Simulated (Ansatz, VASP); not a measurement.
## CdTe in VASP and in Ansatz

File INCAR:

```
PREC     = Accurate       # precision mode
ENCUT    = 520            # plane-wave cutoff, eV
EDIFF    = 1E-6           # SCF threshold, eV
ISMEAR   = 0              # smearing method
SIGMA    = 0.05           # smearing width, eV
LREAL    = F              # projectors in reciprocal space
LASPH    = T              # aspherical terms in the spheres
NELM     = 80             # most SCF steps
ALGO     = Normal         # electronic algorithm
ISIF     = 2              # what is computed and relaxed
LWAVE    = F              # write WAVECAR
LCHARG   = F              # write CHGCAR
GGA      = PS             # functional
NBANDS   = 16             # bands
```

KPOINTS

```
regular mesh
0
Gamma
  8 8 8
```

File POSCAR:

```
CdTe
1.0
    0.0000000000      2.9931667612      2.9931667612
    2.9931667612      0.0000000000      2.9931667612
    2.9931667612      2.9931667612      0.0000000000
Cd Te
1 1
Direct
    0.5000000000      0.5000000000      0.5000000000
    0.0000000000      0.0000000000      0.0000000000
```

Input for Ansatz:

```yaml
crystal:
  lattice:
    - [0.0, 2.9931667612, 2.9931667612]
    - [2.9931667612, 0.0, 2.9931667612]
    - [2.9931667612, 2.9931667612, 0.0]
  atoms:
    - { symbol: Cd, position: [0.5, 0.5, 0.5] }
    - { symbol: Te, position: [0.0, 0.0, 0.0] }
basis:
  ecutwfc: 420
  ecutrho_ratio: 4
kpoints:
  mp_grid: { grid: [8, 8, 8] }
hamiltonian:
  xc: pbesol
scf:
  occupations: { method: gaussian, width: 0.05 }
output:
  forces: true
  stress: true
  eigenvalues: true
```

Alike in both runs: task single point; functional PBEsol; k mesh 8 × 8 × 8; occupations gaussian, width 0.05 eV; no spin polarisation.

```csv
,VASP,Ansatz
version,VASP 6.6.1,Ansatz 0.2.0
potentials or method,"VASP PAW PBE potentials, release 64 (Cd, Te), cutoff 520 eV","scalar-relativistic, plane waves, PAW"
valence electrons in the cell,18,36
```

|  | VASP | Ansatz | Ansatz less VASP |
| --- | --- | --- | --- |
| pressure (GPa) | 0.5 | 0.3 | -0.26 |

VASP's potentials were made for PBE, not for PBEsol. VASP's potentials hold 18 valence electrons a cell and Ansatz's 36, so a difference there can come from the potentials and not from the codes.

Neither program's run includes spin-orbit coupling.
